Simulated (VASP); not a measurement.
# Al2Cu (P4/mmm) in VASP: a series of runs, part 2 of 2

VASP 6.6.1. The steps go on from the part before.

## 3. Single point, r2SCAN

File POSCAR:

```
Al2Cu
1.0
    4.1051820000      0.0000000000      0.0000000000
    0.0000000000      4.1051820000      0.0000000000
    0.0000000000      0.0000000000      2.8913130000
Al Cu
2 1
Direct
    0.5000000000      0.0000000000      0.5000000000
    0.0000000000      0.5000000000      0.5000000000
    0.0000000000      0.0000000000      0.0000000000
```

File INCAR.step1:

```
  ALGO = Normal
  EDIFF = 1E-4
  ENCUT = 520
  GGA = PE
  ISMEAR = 1
  LASPH = True
  LCHARG = False
  LREAL = False
  LWAVE = True
  NBANDS = 16
  NELM = 80
  PREC = Accurate
  SIGMA = 0.3
```

File INCAR.step2:

```
  ALGO = Normal
  EDIFF = 1E-6
  ENCUT = 520
  ISIF = 2
  ISMEAR = 1
  ISTART = 1
  LASPH = True
  LCHARG = False
  LMIXTAU = True
  LREAL = False
  LWAVE = False
  METAGGA = R2SCAN
  NBANDS = 16
  NELM = 80
  PREC = Accurate
  SIGMA = 0.3
```

File KPOINTS:

```
k-points
0
Gamma
  10 10 14
```

Potentials or basis: VASP PAW PBE potentials, release 64 (Al, Cu).

Run with:

```console
cat potpaw_PBE.64/Al/POTCAR potpaw_PBE.64/Cu/POTCAR > POTCAR
cp INCAR.step1 INCAR
mpirun -np 1 vasp_std > vasp.out
cp INCAR.step2 INCAR
mpirun -np 1 vasp_std > vasp.out
```

OUTCAR:

```text
EDIFF = 1E-6
   ENCUT = 520
   ISIF = 2
   ISMEAR = 1
   ISTART = 1
   LASPH = True
   LREAL = False
   METAGGA = R2SCAN
   NELM = 80
   PREC = Accurate

 ion  position               nearest neighbor table
   1  0.500  0.000  0.500-   3 2.51   3 2.51   3 2.51   3 2.51   2 2.90   2 2.90   2 2.90   2 2.90

   2  0.000  0.500  0.500-   3 2.51   3 2.51   3 2.51   3 2.51   1 2.90   1 2.90   1 2.90   1 2.90

   3  0.000  0.000  0.000-   1 2.51   2 2.51   1 2.51   2 2.51   2 2.51   2 2.51   1 2.51   1 2.51

  LATTYP: Found a simple tetragonal cell.
 ALAT       =     4.1051820000
 C/A-ratio  =     0.7043081159

  Lattice vectors:

 A1 = (   4.1051820000,   0.0000000000,   0.0000000000)
 A2 = (   0.0000000000,   4.1051820000,   0.0000000000)
 A3 = (   0.0000000000,   0.0000000000,   2.8913130000)

Analysis of symmetry for initial positions (statically):
=====================================================================
 Subroutine PRICEL returns:
 Original cell was already a primitive cell.

 Routine SETGRP: Setting up the symmetry group for a
 simple tetragonal supercell.

 Subroutine GETGRP returns: Found 16 space group operations
 (whereof 16 operations were pure point group operations)
 out of a pool of 16 trial point group operations.

The static configuration has the point symmetry D_4h.

Analysis of symmetry for dynamics (positions and initial velocities):
=====================================================================
 Subroutine PRICEL returns:
 Original cell was already a primitive cell.

 Routine SETGRP: Setting up the symmetry group for a
 simple tetragonal supercell.

 Subroutine GETGRP returns: Found 16 space group operations
 (whereof 16 operations were pure point group operations)
 out of a pool of 16 trial point group operations.

The dynamic configuration has the point symmetry D_4h.

 Subroutine INISYM returns: Found 16 space group operations
 (whereof 16 operations are pure point group operations),
 and found     1 'primitive' translations

----------------------------------------------------------------------------------------

                                     Primitive cell

  volume of cell :      48.7259

  direct lattice vectors                    reciprocal lattice vectors
     4.105182000  0.000000000  0.000000000     0.243594559  0.000000000  0.000000000
     0.000000000  4.105182000  0.000000000     0.000000000  0.243594559  0.000000000
     0.000000000  0.000000000  2.891313000     0.000000000  0.000000000  0.345863627

  length of vectors
     4.105182000  4.105182000  2.891313000     0.243594559  0.243594559  0.345863627

  position of ions in fractional coordinates (direct lattice)
     0.500000000  0.000000000  0.500000000
     0.000000000  0.500000000  0.500000000
     0.000000000  0.000000000  0.000000000

  ion indices of the primitive-cell ions
   primitive index   ion index
                 1           1
                 2           2
                 3           3

----------------------------------------------------------------------------------------

 KPOINTS: k-points

Automatic generation of k-mesh.
 Grid dimensions read from file:
 generate k-points for:   10   10   14

 Generating k-lattice:

  Cartesian coordinates                     Fractional coordinates (reciprocal lattice)
     0.024359456  0.000000000  0.000000000     0.100000000  0.000000000  0.000000000
     0.000000000  0.024359456  0.000000000     0.000000000  0.100000000  0.000000000
     0.000000000  0.000000000  0.024704545     0.000000000  0.000000000  0.071428571

  Length of vectors
     0.024359456  0.024359456  0.024704545

  Shift w.r.t. Gamma in fractional coordinates (k-lattice)
     0.000000000  0.000000000  0.000000000

 Subroutine IBZKPT returns following result:
 ===========================================

 Found    168 irreducible k-points:

 Following reciprocal coordinates:
            Coordinates               Weight
  0.000000  0.000000  0.000000      1.000000
  0.100000  0.000000  0.000000      4.000000
  0.200000  0.000000  0.000000      4.000000
  0.300000  0.000000  0.000000      4.000000
  0.400000  0.000000  0.000000      4.000000
  0.500000  0.000000  0.000000      2.000000
[... 16 lines left out ...]
  0.100000  0.000000  0.071429      8.000000
  0.200000  0.000000  0.071429      8.000000
 [... further k-points ...]
   k-points           NKPTS =    168   k-points in BZ     NKDIM =    168   number of bands    NBANDS=     16
   number of dos      NEDOS =    301   number of ions     NIONS =      3
   total plane-waves  NPLWV =  24576
   dimension x,y,z NGX =    32 NGY =   32 NGZ =   24
   dimension x,y,z NGXF=    64 NGYF=   64 NGZF=   48
   ions per type =               2   1
   NGX,Y,Z   is equivalent  to a cutoff of  12.96, 12.96, 13.80 a.u.
   NGXF,Y,Z  is equivalent  to a cutoff of  25.92, 25.92, 27.60 a.u.
 SYSTEM =  unknown system
   PREC   = accura    normal or accurate (medium, high low for compatibility)
   ISTART =      1    job   : 0-new  1-cont  2-samecut
   ICHARG =      0    charge: 1-file 2-atom 10-const
   ISPIN  =      1    spin polarized calculation?
   LNONCOLLINEAR =      F non collinear calculations
   LSORBIT =      F    spin-orbit coupling
   LASPH  =      T    aspherical Exc in radial PAW
   ENCUT  =  520.0 eV  38.22 Ry    6.18 a.u.   7.63  7.63  5.38*2*pi/ulx,y,z
   NELM   =     80;   NELMIN=  2; NELMDL=  0     # of ELM steps
   EDIFF  = 0.1E-05   stopping-criterion for ELM
   LREAL  =      F    real-space projection
   EDIFFG = 0.1E-04   stopping-criterion for IOM
   NSW    =      0    number of steps for IOM
   IBRION =     -1    ionic relax: 0-MD 1-quasi-New 2-CG
   NFREE  =      0    steps in history (QN), initial steepest desc. (CG)
   ISIF   =      2    stress and relaxation
   ISYM   =      2    0-nonsym 1-usesym 2-fastsym
   POTIM  = 0.5000    time-step for ionic-motion
   TEBEG  =    0.0;   TEEND  =   0.0 temperature during run
   PSTRESS=    0.0 pullay stress
   NELECT =      17.0000    total number of electrons
   NUPDOWN=      -1.0000    fix difference up-down
   EMIN   =  10.00;   EMAX   =-10.00  energy-range for DOS
   EFERMI =   0.00;   METHOD = LEGACY
   ISMEAR =     1;   SIGMA  =   0.30  broadening in eV -4-tet -1-fermi 0-gaus
   EFERMI_NEDOS =   21; number of points for ismear=-14 and -15
   IALGO  =     38    algorithm
   IMIX   =      4    mixing-type and parameters
     AMIX     =   0.40;   BMIX     =  1.00
     AMIX_MAG =   1.60;   BMIX_MAG =  1.00
  volume/ion in A,a.u.               =      16.24       109.61
  Fermi-wavevector in a.u.,A,eV,Ry     =   1.152492  2.177894 18.071765  1.328237
  Thomas-Fermi vector in A             =   2.289142
   LORBIT       =      0    0 simple, 1 ext, 2 COOP (PROOUT), +10 PAW based schemes
   METAGGA = R2SCAN    functional components
   LHFCALC =     F    Hartree Fock is set to
   AEXX    =    0.0000 exact exchange contribution
   IVDW    =     0    specifies the selected vdW correction
   LEPSILON=     F    determine dielectric tensor
   LRPA    =     F    only Hartree local field effects (RPA)
 non-spin polarized calculation
 Methfessel and Paxton  Order N= 1 SIGMA  =   0.30
  energy-cutoff  :      520.00
  volume of cell :       48.73
 maximum number of plane-waves:      1339
 NGX is ok and might be reduce to    32
   NGX = 15   NGY = 15   NGZ = 11

 number of electron      16.9999979 magnetization

 Free energy of the ion-electron system (eV)
  ---------------------------------------------------
  ext. energy  EPLUGINS =         0.00000000
  ---------------------------------------------------
  free energy    TOTEN  =       -24.40661469 eV

  energy without entropy =      -24.40681366  energy(sigma->0) =      -24.40668101

 E-fermi :   7.0525     XC(G=0): -11.1169

 val. band max:        7.0464886133   @ k =   0.5000   0.1000   0.3571
 cond. band min:       7.0527753244   @ k =   0.4000   0.2000   0.2143
 fundamental gap:      0.0062867111
 Fermi energy:         7.0525254243

 k-point     1 :       0.0000    0.0000    0.0000
  band No.  band energies     occupation
      1      -4.0052      2.00000
      2       1.5080      2.00000
      3       2.0168      2.00000
      4       2.6725      2.00000
      5       2.9067      2.00000
      6       2.9067      2.00000
[... 433 lines left out ...]
      3       1.9845      2.00000
      4       2.5890      2.00000
      5       2.7484      2.00000
      6       2.8238      2.00000
[... 8 lines left out ...]
     15      17.7878      0.00000
     16      17.8966      0.00000

 [... further k-points ...]

------------------------ aborting loop because EDIFF is reached ----------------------------------------

  FORCE on cell =-STRESS in cart. coord.  units (eV):
  Direction    XX          YY          ZZ          XY          YZ          ZX
  --------------------------------------------------------------------------------------
  -------------------------------------------------------------------------------------
  Total       -0.6013751     -0.6013751     -0.9443144      0.0000000     -0.0000000      0.0000000
  in kB      -19.7740697    -19.7740697    -31.0504031      0.0000000     -0.0000000      0.0000000
  external PRESSURE =     -23.5328475 kB  Pullay stress =       0.0000000 kB

 VOLUME and BASIS-vectors are now :
 -----------------------------------------------------------------------------
  energy-cutoff  :      520.00
  volume of cell :       48.73
      direct lattice vectors                 reciprocal lattice vectors
     4.105182000  0.000000000  0.000000000     0.243594559  0.000000000  0.000000000
     0.000000000  4.105182000  0.000000000     0.000000000  0.243594559  0.000000000
     0.000000000  0.000000000  2.891313000     0.000000000  0.000000000  0.345863627

 POSITION                                       TOTAL-FORCE (eV/Angst)
 -----------------------------------------------------------------------------------
      2.05259      0.00000      1.44566         0.000000      0.000000      0.000000
      0.00000      2.05259      1.44566         0.000000      0.000000      0.000000
      0.00000      0.00000      0.00000         0.000000      0.000000      0.000000
 -----------------------------------------------------------------------------------
    total drift:                                0.000000      0.000000      0.000000

  FREE ENERGIE OF THE ION-ELECTRON SYSTEM (eV)
  ---------------------------------------------------
  free  energy   TOTEN  =       -24.4066146855 eV

  energy  without entropy=      -24.4068136636  energy(sigma->0) =      -24.40668101
```

Run time: 4.1 min. Hardware: 1 thread of AMD EPYC 9R45 (Zen 5), shared host; peak memory 0.23 GiB.

What came out:

- Free energy: -24.4066 eV
- Pressure: -2.4 GPa
- Band gap on the k mesh: zero (an odd number of electrons rules out a gap without spin polarisation)

Caveat: so wide a smearing shifts energies and pressures; the PAW data sets were made with another functional, which shifts forces and pressure a little.

## 4. Single point, r2SCAN

POSCAR is that of step 3.

File INCAR.step1:

```
PREC     = Accurate       # precision mode
ENCUT    = 520            # plane-wave cutoff, eV
ISMEAR   = -5             # smearing method
SIGMA    = 0.1            # smearing width, eV
LREAL    = F              # projectors in reciprocal space
LASPH    = T              # aspherical terms in the spheres
NELM     = 80             # most SCF steps
NBANDS   = 16             # bands
GGA      = PE             # functional
ALGO     = Normal         # electronic algorithm
EDIFF    = 1E-4           # SCF threshold, eV
LWAVE    = T              # write WAVECAR
LCHARG   = F              # write CHGCAR
```

File INCAR.step2:

```
PREC     = Accurate       # precision mode
ENCUT    = 520            # plane-wave cutoff, eV
EDIFF    = 1E-7           # SCF threshold, eV
ISMEAR   = -5             # smearing method
SIGMA    = 0.1            # smearing width, eV
LREAL    = F              # projectors in reciprocal space
LASPH    = T              # aspherical terms in the spheres
NELM     = 80             # most SCF steps
ALGO     = Normal         # electronic algorithm
ISIF     = 2              # what is computed and relaxed
LWAVE    = F              # write WAVECAR
LCHARG   = T              # write CHGCAR
METAGGA  = R2SCAN         # meta-GGA
LMIXTAU  = T            
LELF     = T              # ELF
LVHAR    = T            
NBANDS   = 16             # bands
ISTART   = 1
```

File KPOINTS:

```
regular mesh
0
Gamma
  10 10 14
```

Run with:

```console
cat potpaw_PBE.64/Al/POTCAR potpaw_PBE.64/Cu/POTCAR > POTCAR
cp INCAR.step1 INCAR
mpirun -np 1 vasp_std > vasp.out
cp INCAR.step2 INCAR
mpirun -np 1 vasp_std > vasp.out
```

It took 5.6 min on 1 thread of AMD EPYC 9R45 (Zen 5), shared host; peak memory 0.24 GiB.

Results (log left out):

* Free energy: -24.4060 eV
* Pressure: -2.3 GPa
* Band gap on the k mesh: zero (an odd number of electrons rules out a gap without spin polarisation)

Stress tensor (GPa, compression positive):
```
-1.81  0.00  0.00
 0.00 -1.81  0.00
 0.00  0.00 -3.22
```

Levels at points of the mesh, in eV from the Fermi level:
| k point | band 7 | band 8 | band 9 | band 10 | band 11 | band 12 |
| --- | --- | --- | --- | --- | --- | --- |
| (0.00, 0.00, 0.00) | -2.53 | -2.53 | 0.09 | 1.08 | 6.41 | 6.68 |
| (0.50, 0.00, 0.00) | -4.15 | -1.14 | 1.67 | 1.99 | 2.18 | 7.87 |
| (0.50, 0.50, 0.00) | -4.18 | -4.18 | -2.50 | 8.98 | 8.98 | 9.83 |
| (0.00, 0.00, 0.50) | -3.11 | 2.67 | 2.68 | 2.68 | 2.89 | 2.89 |
| (0.50, 0.00, 0.50) | -3.20 | -2.56 | -1.73 | 3.92 | 4.19 | 4.57 |
| (0.50, 0.50, 0.50) | -2.40 | -2.40 | -0.98 | -0.84 | 0.09 | 0.09 |

Caveat: the PAW data sets were made with another functional, which shifts forces and pressure a little; tetrahedron occupations give inexact forces and stress in metals.

## 5. Single point, r2SCAN

POSCAR is that of step 4.

File INCAR.step1:

```
SYSTEM = Al2Cu
  PREC = Accurate
  ENCUT = 520
  ISMEAR = 0
  SIGMA = 0.1
  LREAL = .FALSE.
  LASPH = .TRUE.
  NELM = 100
  NBANDS = 16
  GGA = PE
  ALGO = Normal
  EDIFF = 1E-4
  LWAVE = .TRUE.
  LCHARG = .FALSE.
```

File INCAR.step2:

```
SYSTEM = Al2Cu
  PREC = Accurate
  ENCUT = 520
  EDIFF = 1E-7
  ISMEAR = 0
  SIGMA = 0.1
  LREAL = .FALSE.
  LASPH = .TRUE.
  NELM = 100
  ALGO = Normal
  ISIF = 2
  LWAVE = .FALSE.
  LCHARG = .FALSE.
  METAGGA = R2SCAN
  LMIXTAU = .TRUE.
  NBANDS = 16
  ISTART = 1
```

File KPOINTS:

```
regular mesh
0
G
  12 12 16
  0 0 0
```

Run with:

```console
cat potpaw_PBE.64/Al/POTCAR potpaw_PBE.64/Cu/POTCAR > POTCAR
cp INCAR.step1 INCAR
mpirun -np 1 vasp_std > vasp.out
cp INCAR.step2 INCAR
mpirun -np 1 vasp_std > vasp.out
```

Run time: 8.3 min. Hardware: 1 thread of AMD EPYC 9R45 (Zen 5), shared host; peak memory 0.29 GiB.

It converged, with:

```
Free energy            : -24.4075 eV
Pressure               : -2.2 GPa
Band gap on the k mesh : zero (an odd number of electrons rules out a gap without spin polarisation)
```

Stress tensor (GPa, compression positive):
```
-1.55  0.00  0.00
 0.00 -1.55  0.00
 0.00  0.00 -3.61
```

Levels at points of the mesh, in eV from the Fermi level:
```csv
k point,band 6,band 7,band 8,band 9,band 10,band 11,band 12,band 13
"(0.00, 0.00, 0.00)",-4.14,-2.52,-2.52,0.10,1.09,6.42,6.69,6.69
"(0.50, 0.00, 0.00)",-4.18,-4.14,-1.13,1.68,2.00,2.18,7.88,8.96
"(0.50, 0.50, 0.00)",-4.33,-4.17,-4.17,-2.49,8.99,8.99,9.83,10.56
"(0.00, 0.00, 0.50)",-4.19,-3.10,2.68,2.69,2.69,2.89,2.89,3.33
"(0.50, 0.00, 0.50)",-4.23,-3.20,-2.55,-1.72,3.93,4.19,4.58,5.55
"(0.50, 0.50, 0.50)",-3.67,-2.40,-2.40,-0.96,-0.83,0.10,0.10,2.76
```

Caveat: the PAW data sets were made with another functional, which shifts forces and pressure a little.

## 6. Single point, LDA

This run uses another cell than the first one, of 15.37 Å³/atom.

File INCAR:

```
ALGO = Normal
EDIFF = 1E-6
ENCUT = 520
ISIF = 2
ISMEAR = 0
LASPH = T
LCHARG = F
LREAL = F
LWAVE = F
NBANDS = 16
NELM = 60
PREC = Accurate
SIGMA = 0.1
```

File KPOINTS:

```
k-points
0
Gamma
  10 10 14
```

File POSCAR:

```
Al2Cu
1.0
    4.0425050873      0.0000000000      0.0000000000
    0.0000000000      4.0425050873      0.0000000000
    0.0000000000      0.0000000000      2.8219637272
Al Cu
2 1
Direct
    0.5000000000      0.0000000000      0.5000000000
    0.0000000000      0.5000000000      0.5000000000
    0.0000000000      0.0000000000      0.0000000000
```

Potentials or basis: VASP PAW LDA potentials, release 64 (Al, Cu).

Run with:

```console
cat potpaw_LDA.64/Al/POTCAR potpaw_LDA.64/Cu/POTCAR > POTCAR
mpirun -np 1 vasp_std > vasp.out
```

It took 2.5 min on 1 thread of Intel Xeon 8259CL, shared host; peak memory 0.23 GiB.

It converged, with:

| Property | Result |
| --- | --- |
| Free energy | -13.2303 eV |
| Pressure | 0.2 GPa |
| Band gap on the k mesh | zero (an odd number of electrons rules out a gap without spin polarisation) |

Levels at points of the mesh, in eV from the Fermi level:
```tsv
k point	band 6	band 7	band 8	band 9	band 10	band 11	band 12	band 13
(0.00, 0.00, 0.00)	-4.28	-2.50	-2.50	-0.02	0.86	6.29	6.29	6.38
(0.50, 0.00, 0.00)	-4.31	-4.28	-1.16	1.59	1.74	2.00	7.79	8.50
(0.50, 0.50, 0.00)	-4.45	-4.30	-4.30	-2.53	8.68	8.68	9.70	10.18
(0.00, 0.00, 0.50)	-4.30	-3.11	2.60	2.70	2.70	2.75	2.75	3.18
(0.50, 0.00, 0.50)	-4.37	-3.17	-2.53	-1.68	3.79	4.03	4.59	5.21
(0.50, 0.50, 0.50)	-3.57	-2.35	-2.35	-0.87	-0.86	0.08	0.08	2.42
```

## 7. Overview

| level | potentials or basis | cell | k mesh | smearing | gap on the mesh (eV) | pressure (GPa) |
| --- | --- | --- | --- | --- | --- | --- |
| r2SCAN | VASP PAW PBE potentials, release 64 (Al, Cu) | a = 4.105, b = 4.105, c = 2.891 Å, 3 atoms | 10 × 10 × 14 | methfessel-paxton 0.1 eV | none | -2.3 |
| r2SCAN | VASP PAW PBE potentials, release 64 (Al, Cu) | a = 4.105, b = 4.105, c = 2.891 Å, 3 atoms | 10 × 10 × 14 | methfessel-paxton 0.3 eV | none | -2.4 |
| r2SCAN | VASP PAW PBE potentials, release 64 (Al, Cu) | a = 4.105, b = 4.105, c = 2.891 Å, 3 atoms | 10 × 10 × 14 | tetrahedron | none | -2.3 |
| r2SCAN | VASP PAW PBE potentials, release 64 (Al, Cu) | a = 4.105, b = 4.105, c = 2.891 Å, 3 atoms | 12 × 12 × 16 | gaussian 0.1 eV | none | -2.2 |
| LDA | VASP PAW LDA potentials, release 64 (Al, Cu) | a = 4.043, b = 4.043, c = 2.822 Å, 3 atoms | 10 × 10 × 14 | gaussian 0.1 eV | none | 0.2 |

Alike in all rows: task single point; no spin polarisation; cutoff (eV) 520.

Caveats: the PAW data sets were made with another functional, which shifts forces and pressure a little (at least some runs); so wide a smearing shifts energies and pressures (at least some runs); tetrahedron occupations give inexact forces and stress in metals (at least some runs).

Total energies depend on the potentials used, so only differences within one code and one set of settings carry meaning.
